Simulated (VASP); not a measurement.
# BiTe (Fm-3m) in VASP: further runs

BiTe is run at these levels: PBE; tasks: electric field gradients, density of states.

Everything below comes from runs of VASP 6.6.1. Logs are shortened: lines on timing, memory, paths and dates and some standing lists are left out, and cuts for length are marked.

**1. The cell of the first run**

It takes space group Fm-3m (No. 225, cubic). The conventional cell has a = 6.513 Å, b = 6.513 Å, c = 6.513 Å, α = 90.00°, β = 90.00°, γ = 90.00°. Bi (site symmetry m-3m) has 6 Te at 3.26 Å within 4.3 Å. Te (site symmetry m-3m) has 6 Bi at 3.26 Å within 4.3 Å.

**2. Electric field gradients, PBE (volume scaled by 1.02)**

The input, INCAR:

```
SYSTEM = BiTe
ALGO = Normal ; EDIFF = 1E-8
ENCUT = 520 ; GGA = PE
ISIF = 2 ; ISMEAR = -1
LASPH = .TRUE. ; LCHARG = .FALSE.
LEFG = .TRUE. ; LREAL = .FALSE.
LWAVE = .FALSE. ; NBANDS = 18
NELM = 60 ; PREC = Accurate
SIGMA = 0.03
```

The input, KPOINTS:

```
k-points
0
G
  10 10 10
  0 0 0
```

The input, POSCAR:

```
BiTe
1.0
    0.0000000000      3.2564244654      3.2564244654
    3.2564244654      0.0000000000      3.2564244654
    3.2564244654      3.2564244654      0.0000000000
Bi Te
1 1
Direct
    0.0000000000      0.0000000000      0.0000000000
    0.5000000000      0.5000000000      0.5000000000
```

Potentials or basis: VASP PAW PBE potentials, release 64 (Bi_d, Te).

Command:

```bash
$ cat potpaw_PBE.64/Bi_d/POTCAR potpaw_PBE.64/Te/POTCAR > POTCAR
$ mpirun -np 1 vasp_std > vasp.out
```

OUTCAR:

```text
SYSTEM = BiTe
   EDIFF = 1E-8
   ENCUT = 520
   GGA = PE
   ISIF = 2
   ISMEAR = -1
   LASPH = .TRUE.
   LREAL = .FALSE.
   NELM = 60
   PREC = Accurate

 ion  position               nearest neighbor table
   1  0.000  0.000  0.000-   2 3.26   2 3.26   2 3.26   2 3.26   2 3.26   2 3.26
   2  0.500  0.500  0.500-   1 3.26   1 3.26   1 3.26   1 3.26   1 3.26   1 3.26

  LATTYP: Found a face centered cubic cell.
 ALAT       =     6.5128489308

  Lattice vectors:

 A1 = (   0.0000000000,   3.2564244654,   3.2564244654)
 A2 = (   3.2564244654,   0.0000000000,   3.2564244654)
 A3 = (   3.2564244654,   3.2564244654,   0.0000000000)

Analysis of symmetry for initial positions (statically):
=====================================================================
 Subroutine PRICEL returns:
 Original cell was already a primitive cell.

 Routine SETGRP: Setting up the symmetry group for a
 face centered cubic supercell.

 Subroutine GETGRP returns: Found 48 space group operations
 (whereof 48 operations were pure point group operations)
 out of a pool of 48 trial point group operations.

The static configuration has the point symmetry O_h .

Analysis of symmetry for dynamics (positions and initial velocities):
=====================================================================
 Subroutine PRICEL returns:
 Original cell was already a primitive cell.

 Routine SETGRP: Setting up the symmetry group for a
 face centered cubic supercell.

 Subroutine GETGRP returns: Found 48 space group operations
 (whereof 48 operations were pure point group operations)
 out of a pool of 48 trial point group operations.

The dynamic configuration has the point symmetry O_h .

 Subroutine INISYM returns: Found 48 space group operations
 (whereof 48 operations are pure point group operations),
 and found     1 'primitive' translations

----------------------------------------------------------------------------------------

                                     Primitive cell

  volume of cell :      69.0642

  direct lattice vectors                    reciprocal lattice vectors
     0.000000000  3.256424465  3.256424465    -0.153542637  0.153542637  0.153542637
     3.256424465  0.000000000  3.256424465     0.153542637 -0.153542637  0.153542637
     3.256424465  3.256424465  0.000000000     0.153542637  0.153542637 -0.153542637

  length of vectors
     4.605279644  4.605279644  4.605279644     0.265943649  0.265943649  0.265943649

  position of ions in fractional coordinates (direct lattice)
     0.000000000  0.000000000  0.000000000
     0.500000000  0.500000000  0.500000000

  ion indices of the primitive-cell ions
   primitive index   ion index
                 1           1
                 2           2

----------------------------------------------------------------------------------------

 KPOINTS: k-points

Automatic generation of k-mesh.
 Grid dimensions read from file:
 generate k-points for:   10   10   10

 Generating k-lattice:

  Cartesian coordinates                     Fractional coordinates (reciprocal lattice)
    -0.015354264  0.015354264  0.015354264     0.100000000  0.000000000  0.000000000
     0.015354264 -0.015354264  0.015354264     0.000000000  0.100000000  0.000000000
     0.015354264  0.015354264 -0.015354264     0.000000000  0.000000000  0.100000000

  Length of vectors
     0.026594365  0.026594365  0.026594365

  Shift w.r.t. Gamma in fractional coordinates (k-lattice)
     0.000000000  0.000000000  0.000000000

 Subroutine IBZKPT returns following result:
 ===========================================

 Found     47 irreducible k-points:

 Following reciprocal coordinates:
            Coordinates               Weight
  0.000000  0.000000  0.000000      1.000000
  0.100000  0.000000  0.000000      8.000000
  0.200000  0.000000  0.000000      8.000000
  0.300000  0.000000  0.000000      8.000000
  0.400000  0.000000  0.000000      8.000000
  0.500000  0.000000  0.000000      4.000000
[... 16 lines left out ...]
  0.300000  0.300000  0.000000      6.000000
  0.400000  0.300000  0.000000     24.000000
 [... further k-points ...]
   k-points           NKPTS =     47   k-points in BZ     NKDIM =     47   number of bands    NBANDS=     18
   number of dos      NEDOS =    301   number of ions     NIONS =      2
   total plane-waves  NPLWV =  46656
   dimension x,y,z NGX =    36 NGY =   36 NGZ =   36
   dimension x,y,z NGXF=    72 NGYF=   72 NGZF=   72
   ions per type =               1   1
   NGX,Y,Z   is equivalent  to a cutoff of  13.00, 13.00, 13.00 a.u.
   NGXF,Y,Z  is equivalent  to a cutoff of  25.99, 25.99, 25.99 a.u.
 SYSTEM =  BiTe
   PREC   = accura    normal or accurate (medium, high low for compatibility)
   ISTART =      0    job   : 0-new  1-cont  2-samecut
   ICHARG =      2    charge: 1-file 2-atom 10-const
   ISPIN  =      1    spin polarized calculation?
   LNONCOLLINEAR =      F non collinear calculations
   LSORBIT =      F    spin-orbit coupling
   LASPH  =      T    aspherical Exc in radial PAW
   ENCUT  =  520.0 eV  38.22 Ry    6.18 a.u.   8.56  8.56  8.56*2*pi/ulx,y,z
   NELM   =     60;   NELMIN=  2; NELMDL= -5     # of ELM steps
   EDIFF  = 0.1E-07   stopping-criterion for ELM
   LREAL  =      F    real-space projection
   EDIFFG = 0.1E-06   stopping-criterion for IOM
   NSW    =      0    number of steps for IOM
   IBRION =     -1    ionic relax: 0-MD 1-quasi-New 2-CG
   NFREE  =      0    steps in history (QN), initial steepest desc. (CG)
   ISIF   =      2    stress and relaxation
   ISYM   =      2    0-nonsym 1-usesym 2-fastsym
   POTIM  = 0.5000    time-step for ionic-motion
   TEBEG  =    0.0;   TEEND  =   0.0 temperature during run
   PSTRESS=    0.0 pullay stress
   NELECT =      21.0000    total number of electrons
   NUPDOWN=      -1.0000    fix difference up-down
   EMIN   =  10.00;   EMAX   =-10.00  energy-range for DOS
   EFERMI =   0.00;   METHOD = LEGACY
   ISMEAR =    -1;   SIGMA  =   0.03  broadening in eV -4-tet -1-fermi 0-gaus
   EFERMI_NEDOS =   21; number of points for ismear=-14 and -15
   IALGO  =     38    algorithm
   IMIX   =      4    mixing-type and parameters
     AMIX     =   0.40;   BMIX     =  1.00
     AMIX_MAG =   1.60;   BMIX_MAG =  1.00
  volume/ion in A,a.u.               =      34.53       233.03
  Fermi-wavevector in a.u.,A,eV,Ry     =   1.100855  2.080315 16.488662  1.211882
  Thomas-Fermi vector in A             =   2.237273
   LORBIT       =      0    0 simple, 1 ext, 2 COOP (PROOUT), +10 PAW based schemes
   GGA     = PE    functional components
   LHFCALC =     F    Hartree Fock is set to
   AEXX    =    0.0000 exact exchange contribution
   IVDW    =     0    specifies the selected vdW correction
   LEPSILON=     F    determine dielectric tensor
   LRPA    =     F    only Hartree local field effects (RPA)
 non-spin polarized calculation
  energy-cutoff  :      520.00
  volume of cell :       69.06
 maximum number of plane-waves:      1876
 NGX is ok and might be reduce to    36
   NGX = 17   NGY = 17   NGZ = 17

 number of electron      20.9999995 magnetization

 Free energy of the ion-electron system (eV)
  ---------------------------------------------------
  ext. energy  EPLUGINS =         0.00000000
  ---------------------------------------------------
  free energy    TOTEN  =        -7.17605776 eV

  energy without entropy =       -7.17126091  energy(sigma->0) =       -7.17365934

 E-fermi :   6.4058     XC(G=0):  -9.3461

 val. band max:        6.4008615171   @ k =   0.2000   0.2000   0.0000
 cond. band min:       6.4138424313   @ k =  -0.2000   0.1000   0.0000
 fundamental gap:      0.0129809142
 Fermi energy:         6.4058220919

 k-point     1 :       0.0000    0.0000    0.0000
  band No.  band energies     occupation
      1     -16.7353      2.00000
      2     -16.7353      2.00000
      3     -16.7334      2.00000
      4     -16.7334      2.00000
      5     -16.7334      2.00000
      6      -6.9750      2.00000
[... 10 lines left out ...]
     17      12.4330      0.00000
     18      13.0202      0.00000

 k-point     2 :       0.1000    0.0000    0.0000
  band No.  band energies     occupation
      1     -16.7356      2.00000
      2     -16.7356      2.00000
      3     -16.7332      2.00000
      4     -16.7329      2.00000
      5     -16.7329      2.00000
      6      -6.8880      2.00000
[... 10 lines left out ...]
     17      13.0306      0.00000
     18      13.5445      0.00000
[... 442 lines left out ...]
 k-point    24 :       0.4000    0.3000    0.0000
  band No.  band energies     occupation
      1     -16.7445      2.00000
      2     -16.7353      2.00000
      3     -16.7327      2.00000
      4     -16.7262      2.00000
      5     -16.7259      2.00000
      6      -5.7046      2.00000
[... 10 lines left out ...]
     17      15.3253      0.00000
     18      15.4055      0.00000

 [... further k-points ...]
[... 5 lines left out ...]
  --------------------------------------------------------------------------------------
  -------------------------------------------------------------------------------------
  Total       -0.0883081     -0.0883081     -0.0883081      0.0000000      0.0000000      0.0000000
  in kB       -2.0486045     -2.0486045     -2.0486045      0.0000000      0.0000000      0.0000000
  external PRESSURE =      -2.0486045 kB  Pullay stress =       0.0000000 kB

 VOLUME and BASIS-vectors are now :
 -----------------------------------------------------------------------------
  energy-cutoff  :      520.00
  volume of cell :       69.06
      direct lattice vectors                 reciprocal lattice vectors
     0.000000000  3.256424465  3.256424465    -0.153542637  0.153542637  0.153542637
     3.256424465  0.000000000  3.256424465     0.153542637 -0.153542637  0.153542637
     3.256424465  3.256424465  0.000000000     0.153542637  0.153542637 -0.153542637

 POSITION                                       TOTAL-FORCE (eV/Angst)
 -----------------------------------------------------------------------------------
      0.00000      0.00000      0.00000         0.000000      0.000000     -0.000000
      3.25642      3.25642      3.25642         0.000000      0.000000      0.000000
 -----------------------------------------------------------------------------------
    total drift:                               -0.000000      0.000000      0.000000

  FREE ENERGIE OF THE ION-ELECTRON SYSTEM (eV)
  ---------------------------------------------------
  free  energy   TOTEN  =        -7.1760577618 eV

  energy  without entropy=       -7.1712609110  energy(sigma->0) =       -7.17365934

 Electric field gradients (V/A^2)
---------------------------------------------------------------------
 ion       V_xx      V_yy      V_zz      V_xy      V_xz      V_yz
---------------------------------------------------------------------
   1      -0.000     0.000    -0.000     0.001     0.001     0.001
   2       0.000     0.000     0.000    -0.000    -0.000    -0.000
---------------------------------------------------------------------

 Electric field gradients after diagonalization (V/A^2)
 (convention: |V_zz| > |V_xx| > |V_yy|)
----------------------------------------------------------------------
 ion       V_xx      V_yy      V_zz     asymmetry (V_yy - V_xx)/ V_zz
----------------------------------------------------------------------
   1      -0.001    -0.001     0.002       0.000
   2       0.000     0.000    -0.000       0.000
----------------------------------------------------------------------

           NMR quadrupolar parameters

 Cq : quadrupolar parameter    Cq=e*Q*V_zz/h
 eta: asymmetry parameters     (V_yy - V_xx)/ V_zz
 Q  : nuclear electric quadrupole moment in mb (millibarn)
----------------------------------------------------------------------
 ion       Cq(MHz)       eta       Q (mb)
----------------------------------------------------------------------
   1       0.000       0.000       1.000
   2      -0.000       0.000       1.000
----------------------------------------------------------------------
```

Run time: 88 s. Hardware: 1 thread of Intel Xeon Platinum 8259CL at 2.50GHz (Skylake/Cascade Lake), shared host; peak memory 0.23 GiB.

What came out:

```
Free energy : -7.1761 eV
Pressure    : -0.2 GPa
```

Caveat: without QUAD_EFG the Cq values of the log hold for a quadrupole moment of 1 mb, not for the nuclei; spin-orbit coupling is left out, which moves the levels of the heavy elements.

[end of part 1 of 2]
